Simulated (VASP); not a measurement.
# Rh (P6_3/mmc) in VASP: a series of runs, part 2 of 2

VASP 6.6.1. Earlier steps stand in the parts before.

### Step 3. Single point, PBE

This run uses another cell than the first one, of the same volume but with other edges.

File INCAR:

```
SYSTEM = Rh
PREC = Accurate
ENCUT = 520
EDIFF = 1E-6
ISMEAR = 0
SIGMA = 0.15
LREAL = .False.
LASPH = .True.
NELM = 80
ALGO = Fast
ISIF = 2
LWAVE = .False.
LCHARG = .False.
GGA = PE
NBANDS = 22
```

File KPOINTS:

```
Automatic mesh
0
Gamma
  18 18 10
  0 0 0
```

File POSCAR:

```
Rh
1.0
    2.8611000000      0.0000000000      0.0000000000
   -1.4305500000      2.4777852828      0.0000000000
    0.0000000000      0.0000000000      4.3851186776
Rh
2
Direct
    0.6666666667      0.3333333333      0.7500000000
    0.3333333333      0.6666666667      0.2500000000
```

Potentials or basis: VASP PAW PBE potentials, release 64 (Rh_pv).

Run with:

```sh
cat potpaw_PBE.64/Rh_pv/POTCAR > POTCAR
mpirun -np 1 vasp_std > vasp.out
```

OUTCAR:

```text
SYSTEM = Rh
   PREC = Accurate
   ENCUT = 520
   EDIFF = 1E-6
   ISMEAR = 0
   LREAL = .False.
   LASPH = .True.
   NELM = 80
   ISIF = 2
   GGA = PE

 ion  position               nearest neighbor table
   1  0.667  0.333  0.750-   2 2.75   2 2.75   2 2.75   2 2.75   2 2.75   2 2.75
   2  0.333  0.667  0.250-   1 2.75   1 2.75   1 2.75   1 2.75   1 2.75   1 2.75

  LATTYP: Found a hexagonal cell.
 ALAT       =     2.8611000000
 C/A-ratio  =     1.5326687909

  Lattice vectors:

 A1 = (   2.8611000000,   0.0000000000,   0.0000000000)
 A2 = (  -1.4305500000,   2.4777852828,   0.0000000000)
 A3 = (   0.0000000000,   0.0000000000,   4.3851186776)

Analysis of symmetry for initial positions (statically):
=====================================================================
 Subroutine PRICEL returns:
 Original cell was already a primitive cell.

 Routine SETGRP: Setting up the symmetry group for a
 hexagonal supercell.

 Subroutine GETGRP returns: Found 24 space group operations
 (whereof 12 operations were pure point group operations)
 out of a pool of 24 trial point group operations.

The static configuration has the point symmetry D_3d.
 The point group associated with its full space group is D_6h.

Analysis of symmetry for dynamics (positions and initial velocities):
=====================================================================
 Subroutine PRICEL returns:
 Original cell was already a primitive cell.

 Routine SETGRP: Setting up the symmetry group for a
 hexagonal supercell.

 Subroutine GETGRP returns: Found 24 space group operations
 (whereof 12 operations were pure point group operations)
 out of a pool of 24 trial point group operations.

The dynamic configuration has the point symmetry D_3d.
 The point group associated with its full space group is D_6h.

 Subroutine INISYM returns: Found 24 space group operations
 (whereof 12 operations are pure point group operations),
 and found     1 'primitive' translations

----------------------------------------------------------------------------------------

[... 112 lines left out ...]
     AMIX_MAG =   1.60;   BMIX_MAG =  1.00
  volume/ion in A,a.u.               =      15.54       104.89
  Fermi-wavevector in a.u.,A,eV,Ry     =   1.617792  3.057183 35.609841  2.617250
  Thomas-Fermi vector in A             =   2.712159
   LORBIT       =      0    0 simple, 1 ext, 2 COOP (PROOUT), +10 PAW based schemes
   GGA     = PE    functional components
   LHFCALC =     F    Hartree Fock is set to
   AEXX    =    0.0000 exact exchange contribution
   IVDW    =     0    specifies the selected vdW correction
   LEPSILON=     F    determine dielectric tensor
   LRPA    =     F    only Hartree local field effects (RPA)
 non-spin polarized calculation
 RMM-DIIS sequential band-by-band and
 Gauss-broadening in eV      SIGMA  =   0.15
  energy-cutoff  :      520.00
  volume of cell :       31.09
 maximum number of plane-waves:       856
 NGX is ok and might be reduce to    24

 number of electron      30.0000010 magnetization

 Free energy of the ion-electron system (eV)
  ---------------------------------------------------
  ext. energy  EPLUGINS =         0.00000000
  ---------------------------------------------------
  free energy    TOTEN  =       -14.25129541 eV

  energy without entropy =      -14.20367041  energy(sigma->0) =      -14.22748291

 E-fermi :   9.8828     XC(G=0): -13.2486

 val. band max:        9.8772255373   @ k =   0.3333   0.1667   0.2000
 cond. band min:       9.8851173659   @ k =   0.0000   0.0000   0.2000
 fundamental gap:      0.0078918287
 Fermi energy:         9.8828149398

 k-point     1 :       0.0000    0.0000    0.0000
  band No.  band energies     occupation
      1     -36.9324      2.00000
      2     -36.4435      2.00000
      3     -36.4435      2.00000
      4     -36.3779      2.00000
      5     -36.3477      2.00000
      6     -36.3477      2.00000
[... 589 lines left out ...]
     21      20.4957      0.00000
     22      23.8523      0.00000

 [... further k-points ...]

------------------------ aborting loop because EDIFF is reached ----------------------------------------

  FORCE on cell =-STRESS in cart. coord.  units (eV):
  Direction    XX          YY          ZZ          XY          YZ          ZX
  --------------------------------------------------------------------------------------
  -------------------------------------------------------------------------------------
  Total       -4.0221015     -4.0221015     -2.6015458      0.0000000      0.0000000      0.0000000
  in kB     -207.2934366   -207.2934366   -134.0800016      0.0000000      0.0000000      0.0000000
  external PRESSURE =    -182.8889583 kB  Pullay stress =       0.0000000 kB

 VOLUME and BASIS-vectors are now :
 -----------------------------------------------------------------------------
  energy-cutoff  :      520.00
  volume of cell :       31.09
      direct lattice vectors                 reciprocal lattice vectors
     2.861100000  0.000000000  0.000000000     0.349515920  0.201793111  0.000000000
    -1.430550000  2.477785283  0.000000000     0.000000000  0.403586222  0.000000000
     0.000000000  0.000000000  4.385118678     0.000000000  0.000000000  0.228043999

 POSITION                                       TOTAL-FORCE (eV/Angst)
 -----------------------------------------------------------------------------------
      1.43055      0.82593      3.28884        -0.000000     -0.000000      0.000000
     -0.00000      1.65186      1.09628         0.000000      0.000000      0.000000
 -----------------------------------------------------------------------------------
    total drift:                               -0.000000      0.000000     -0.000000

  FREE ENERGIE OF THE ION-ELECTRON SYSTEM (eV)
  ---------------------------------------------------
  free  energy   TOTEN  =       -14.2512954079 eV

  energy  without entropy=      -14.2036704053  energy(sigma->0) =      -14.22748291
```

OSZICAR:

```text
N       E                     dE             d eps       ncg     rms          rms(c)
DAV:   1     0.325264666600E+03    0.32526E+03   -0.19130E+04  9808   0.155E+03
DAV:   2    -0.814674605411E+01   -0.33341E+03   -0.32172E+03 10128   0.465E+02
DAV:   3    -0.151728106252E+02   -0.70261E+01   -0.69764E+01 11442   0.762E+01
DAV:   4    -0.152211192747E+02   -0.48309E-01   -0.48303E-01 10996   0.637E+00
DAV:   5    -0.152218779883E+02   -0.75871E-03   -0.75871E-03 11676   0.833E-01    0.108E+01
RMM:   6    -0.142689954530E+02    0.95288E+00   -0.24440E+00  9953   0.130E+01    0.349E+00
RMM:   7    -0.142561096324E+02    0.12886E-01   -0.69426E-02 10264   0.204E+00    0.182E+00
RMM:   8    -0.142517977398E+02    0.43119E-02   -0.11337E-02 10581   0.105E+00    0.260E-01
RMM:   9    -0.142512691873E+02    0.52855E-03   -0.20111E-03 11043   0.386E-01    0.382E-02
RMM:  10    -0.142512946487E+02   -0.25461E-04   -0.14963E-04 11332   0.126E-01    0.112E-02
RMM:  11    -0.142512964326E+02   -0.17839E-05   -0.29787E-05 12174   0.527E-02    0.507E-03
RMM:  12    -0.142512952974E+02    0.11352E-05   -0.61839E-06 10509   0.229E-02    0.224E-03
RMM:  13    -0.142512954079E+02   -0.11044E-06   -0.15851E-06  6650   0.131E-02
   1 F= -.14251295E+02 E0= -.14227483E+02  d E =-.476250E-01
```

It took 1.8 min on 1 thread of Intel Xeon Platinum 8488C (Sapphire Rapids), shared host; peak memory 0.24 GiB.

What came out:

```
Free energy            : -14.2513 eV
Pressure               : -18.3 GPa
Band gap on the k mesh : zero (bands 15 and 16 overlap by 1.83 eV)
```

Levels at points of the mesh, in eV from the Fermi level:
```tsv
k point	band 11	band 12	band 13	band 14	band 15	band 16	band 17	band 18	band 19	band 20
(0.00, 0.00, 0.00)	-2.22	-2.01	-2.01	-1.90	-1.90	0.10	0.10	1.39	8.23	15.48
(0.50, 0.00, 0.00)	-2.05	-1.93	-1.67	0.11	0.44	0.63	2.54	4.33	9.70	10.32
(0.00, 0.00, 0.50)	-2.73	-2.73	-2.51	-2.51	-0.36	-0.36	-0.36	-0.36	14.76	14.76
(0.50, 0.00, 0.50)	-1.54	-1.54	-0.26	-0.26	0.32	0.32	2.47	2.47	8.09	8.09
```

Caveat: the cell stands under tension.

### Step 4. Single point, PBE

This run uses another cell than the first one, of 15.61 Å³/atom.

File INCAR:

```
PREC = Accurate
ENCUT = 520
EDIFF = 1E-6
ISMEAR = 0
SIGMA = 0.15
LREAL = False
LASPH = True
NELM = 100
ALGO = Fast
ISIF = 2
LWAVE = False
LCHARG = False
GGA = PE
NBANDS = 22
```

File KPOINTS:

```
regular mesh
0
Gamma
  18 18 10
```

File POSCAR:

```
Rh
1.0
    2.7794000000      0.0000000000      0.0000000000
   -1.3897000000      2.4070310073      0.0000000000
    0.0000000000      0.0000000000      4.6658000000
Rh
2
Direct
    0.6666666667      0.3333333333      0.7500000000
    0.3333333333      0.6666666667      0.2500000000
```

Run with:

```sh
cat potpaw_PBE.64/Rh_pv/POTCAR > POTCAR
mpirun -np 1 vasp_std > vasp.out
```

Run time: 78 s. Hardware: 1 thread of Intel Xeon Platinum 8488C (Sapphire Rapids), shared host; peak memory 0.23 GiB.

Results (log left out):

- Free energy: -14.2379 eV
- Pressure: -19.4 GPa
- Band gap on the k mesh: zero (bands 15 and 16 overlap by 2.05 eV)

Stress tensor (GPa, compression positive):
```
-17.11   0.00   0.00
  0.00 -17.11   0.00
  0.00   0.00 -23.86
```

Levels at points of the mesh, in eV from the Fermi level:
```csv
k point,band 12,band 13,band 14,band 15,band 16,band 17,band 18,band 19
"(0.00, 0.00, 0.00)",-2.09,-2.09,-1.33,-1.33,0.15,0.15,0.60,6.98
"(0.50, 0.00, 0.00)",-1.92,-1.62,0.42,0.50,0.70,2.78,4.68,9.39
"(0.00, 0.00, 0.50)",-2.49,-2.49,-2.49,-0.33,-0.33,-0.33,-0.33,13.49
"(0.50, 0.00, 0.50)",-1.23,-0.18,-0.18,0.62,0.62,2.58,2.58,8.30
```

Caveat: the cell stands under tension.

### Step 5. Single point, PBE

This run uses another cell than the first one, of 15.67 Å³/atom.

File INCAR:

```
SYSTEM = Rh
  PREC = Accurate
  ENCUT = 520
  EDIFF = 1E-6
  ISMEAR = 0
  SIGMA = 0.15
  LREAL = .False.
  LASPH = .True.
  NELM = 80
  ALGO = Fast
  ISIF = 2
  LWAVE = .False.
  LCHARG = .True.
  GGA = PE
  LELF = .True.
  LVHAR = .True.
  NBANDS = 22
```

File KPOINTS:

```
Automatic mesh
0
Gamma
  18 18 10
  0 0 0
```

File POSCAR:

```
Rh
1.0
    2.8066000000      0.0000000000      0.0000000000
   -1.4033000000      2.4305868982      0.0000000000
    0.0000000000      0.0000000000      4.5956000000
Rh
2
Direct
    0.6666666667      0.3333333333      0.7500000000
    0.3333333333      0.6666666667      0.2500000000
```

Potentials or basis: VASP PAW PBE potentials, release 64 (Rh_pv).

Run with:

```sh
cat potpaw_PBE.64/Rh_pv/POTCAR > POTCAR
mpirun -np 1 vasp_std > vasp.out
```

OUTCAR:

```text
SYSTEM = Rh
   PREC = Accurate
   ENCUT = 520
   EDIFF = 1E-6
   ISMEAR = 0
   LREAL = .False.
   LASPH = .True.
   NELM = 80
   ISIF = 2
   GGA = PE

 ion  position               nearest neighbor table
   1  0.667  0.333  0.750-   2 2.81   2 2.81   2 2.81   2 2.81   2 2.81   2 2.81
   2  0.333  0.667  0.250-   1 2.81   1 2.81   1 2.81   1 2.81   1 2.81   1 2.81

  LATTYP: Found a hexagonal cell.
 ALAT       =     2.8066000000
 C/A-ratio  =     1.6374260671

  Lattice vectors:

 A1 = (   2.8066000000,   0.0000000000,   0.0000000000)
 A2 = (  -1.4033000000,   2.4305868982,   0.0000000000)
 A3 = (   0.0000000000,   0.0000000000,   4.5956000000)

Analysis of symmetry for initial positions (statically):
=====================================================================
 Subroutine PRICEL returns:
 Original cell was already a primitive cell.

 Routine SETGRP: Setting up the symmetry group for a
 hexagonal supercell.

 Subroutine GETGRP returns: Found 24 space group operations
 (whereof 12 operations were pure point group operations)
 out of a pool of 24 trial point group operations.

The static configuration has the point symmetry D_3d.
 The point group associated with its full space group is D_6h.

Analysis of symmetry for dynamics (positions and initial velocities):
=====================================================================
 Subroutine PRICEL returns:
 Original cell was already a primitive cell.

 Routine SETGRP: Setting up the symmetry group for a
 hexagonal supercell.

 Subroutine GETGRP returns: Found 24 space group operations
 (whereof 12 operations were pure point group operations)
 out of a pool of 24 trial point group operations.

The dynamic configuration has the point symmetry D_3d.
 The point group associated with its full space group is D_6h.

 Subroutine INISYM returns: Found 24 space group operations
 (whereof 12 operations are pure point group operations),
 and found     1 'primitive' translations

----------------------------------------------------------------------------------------

[... 112 lines left out ...]
     AMIX_MAG =   1.60;   BMIX_MAG =  1.00
  volume/ion in A,a.u.               =      15.67       105.78
  Fermi-wavevector in a.u.,A,eV,Ry     =   1.613258  3.048616 35.410562  2.602603
  Thomas-Fermi vector in A             =   2.708357
   LORBIT       =      0    0 simple, 1 ext, 2 COOP (PROOUT), +10 PAW based schemes
   GGA     = PE    functional components
   LHFCALC =     F    Hartree Fock is set to
   AEXX    =    0.0000 exact exchange contribution
   IVDW    =     0    specifies the selected vdW correction
   LEPSILON=     F    determine dielectric tensor
   LRPA    =     F    only Hartree local field effects (RPA)
 non-spin polarized calculation
 RMM-DIIS sequential band-by-band and
 Gauss-broadening in eV      SIGMA  =   0.15
  energy-cutoff  :      520.00
  volume of cell :       31.35
 maximum number of plane-waves:       857
 NGX is ok and might be reduce to    24

 number of electron      29.9999999 magnetization

 Free energy of the ion-electron system (eV)
  ---------------------------------------------------
  ext. energy  EPLUGINS =         0.00000000
  ---------------------------------------------------
  free energy    TOTEN  =       -14.23696354 eV

  energy without entropy =      -14.19042220  energy(sigma->0) =      -14.21369287

 E-fermi :   9.7190     XC(G=0): -13.2002

 val. band max:        9.7184203755   @ k =   0.2222   0.1111   0.4000
 cond. band min:       9.7201008681   @ k =   0.0000   0.0000   0.3000
 fundamental gap:      0.0016804927
 Fermi energy:         9.7190046005

 k-point     1 :       0.0000    0.0000    0.0000
  band No.  band energies     occupation
      1     -36.9486      2.00000
      2     -36.5441      2.00000
      3     -36.5441      2.00000
      4     -36.4915      2.00000
      5     -36.4795      2.00000
      6     -36.4795      2.00000
[... 589 lines left out ...]
     21      20.9758      0.00000
     22      23.3747      0.00000

 [... further k-points ...]

------------------------ aborting loop because EDIFF is reached ----------------------------------------

  FORCE on cell =-STRESS in cart. coord.  units (eV):
  Direction    XX          YY          ZZ          XY          YZ          ZX
  --------------------------------------------------------------------------------------
  -------------------------------------------------------------------------------------
  Total       -3.7541330     -3.7541330     -4.3539844      0.0000000      0.0000000      0.0000000
  in kB     -191.8608380   -191.8608380   -222.5171851      0.0000000      0.0000000      0.0000000
  external PRESSURE =    -202.0796204 kB  Pullay stress =       0.0000000 kB

 VOLUME and BASIS-vectors are now :
 -----------------------------------------------------------------------------
  energy-cutoff  :      520.00
  volume of cell :       31.35
      direct lattice vectors                 reciprocal lattice vectors
     2.806600000  0.000000000  0.000000000     0.356303000  0.205711633  0.000000000
    -1.403300000  2.430586898  0.000000000     0.000000000  0.411423266  0.000000000
     0.000000000  0.000000000  4.595600000     0.000000000  0.000000000  0.217599443

 POSITION                                       TOTAL-FORCE (eV/Angst)
 -----------------------------------------------------------------------------------
      1.40330      0.81020      3.44670        -0.000000     -0.000000      0.000000
     -0.00000      1.62039      1.14890         0.000000      0.000000      0.000000
 -----------------------------------------------------------------------------------
    total drift:                                0.000000     -0.000000      0.000000

  FREE ENERGIE OF THE ION-ELECTRON SYSTEM (eV)
  ---------------------------------------------------
  free  energy   TOTEN  =       -14.2369635434 eV

  energy  without entropy=      -14.1904222038  energy(sigma->0) =      -14.21369287
```

OSZICAR:

```text
N       E                     dE             d eps       ncg     rms          rms(c)
DAV:   1     0.324152449440E+03    0.32415E+03   -0.19143E+04  9792   0.155E+03
DAV:   2    -0.829586037181E+01   -0.33245E+03   -0.32106E+03 10194   0.464E+02
DAV:   3    -0.151713443210E+02   -0.68755E+01   -0.68274E+01 11418   0.754E+01
DAV:   4    -0.152179312342E+02   -0.46587E-01   -0.46583E-01 10992   0.627E+00
DAV:   5    -0.152186817667E+02   -0.75053E-03   -0.75053E-03 11532   0.824E-01    0.105E+01
RMM:   6    -0.142526812954E+02    0.96600E+00   -0.25228E+00  9972   0.132E+01    0.334E+00
RMM:   7    -0.142416144789E+02    0.11067E-01   -0.69823E-02 10295   0.200E+00    0.177E+00
RMM:   8    -0.142374098056E+02    0.42047E-02   -0.10501E-02 10622   0.101E+00    0.245E-01
RMM:   9    -0.142369607606E+02    0.44905E-03   -0.13479E-03 11011   0.314E-01    0.259E-02
RMM:  10    -0.142369649599E+02   -0.41993E-05   -0.13608E-04 11202   0.112E-01    0.106E-02
RMM:  11    -0.142369628071E+02    0.21528E-05   -0.14725E-05 11723   0.398E-02    0.259E-03
RMM:  12    -0.142369635434E+02   -0.73627E-06   -0.32970E-06  8903   0.193E-02
   1 F= -.14236964E+02 E0= -.14213693E+02  d E =-.465413E-01
```

stdout:

```text
POSCAR found type information on POSCAR Rh
 POSCAR found :  1 types and       2 ions
 scaLAPACK will be used
 LDA part: xc-table for (Slater+PW92), standard interpolation
 POSCAR, INCAR and KPOINTS ok, starting setup
 FFT: planning ... GRIDC
 FFT: planning ... GRID_SOFT
 FFT: planning ... GRID
 WAVECAR not read
 entering main loop
```

It took 74 s on 1 thread of Intel Xeon Platinum 8488C (Sapphire Rapids), shared host; peak memory 0.24 GiB.

What came out:

```
Free energy            : -14.2370 eV
Pressure               : -20.2 GPa
Band gap on the k mesh : zero (bands 15 and 16 overlap by 1.95 eV)
```

Stress tensor (GPa, compression positive):
```
-19.19   0.00   0.00
  0.00 -19.19   0.00
  0.00   0.00 -22.25
```

Caveat: the cell stands under tension.

### Step 6. The runs side by side

| cell | further INCAR settings | gap on the mesh (eV) | pressure (GPa) |
| --- | --- | --- | --- |
| a = 2.752, b = 2.752, c = 4.736 Å, angles 90.0, 90.0, 120.0°, 2 atoms | ALGO = Fast; EDIFF = 1e-07; NBANDS = 22 | none | -18.3 |
| a = 2.861, b = 2.861, c = 4.385 Å, angles 90.0, 90.0, 120.0°, 2 atoms | ALGO = Fast; EDIFF = 1e-06; NBANDS = 22 | none | -18.3 |
| a = 2.779, b = 2.779, c = 4.666 Å, angles 90.0, 90.0, 120.0°, 2 atoms | ALGO = Fast; EDIFF = 1e-06; NBANDS = 22 | none | -19.4 |
| a = 2.807, b = 2.807, c = 4.596 Å, angles 90.0, 90.0, 120.0°, 2 atoms | ALGO = Fast; EDIFF = 1e-06; NBANDS = 22 | none | -20.2 |

Alike in all rows: task single point; level PBE; potentials or basis VASP PAW PBE potentials, release 64 (Rh_pv); no spin polarisation; k mesh 18 × 18 × 10; cutoff (eV) 520; smearing gaussian 0.15 eV.

Caveats: the cell stands under tension.

Total energies depend on the potentials used, so only differences within one code and one set of settings carry meaning.
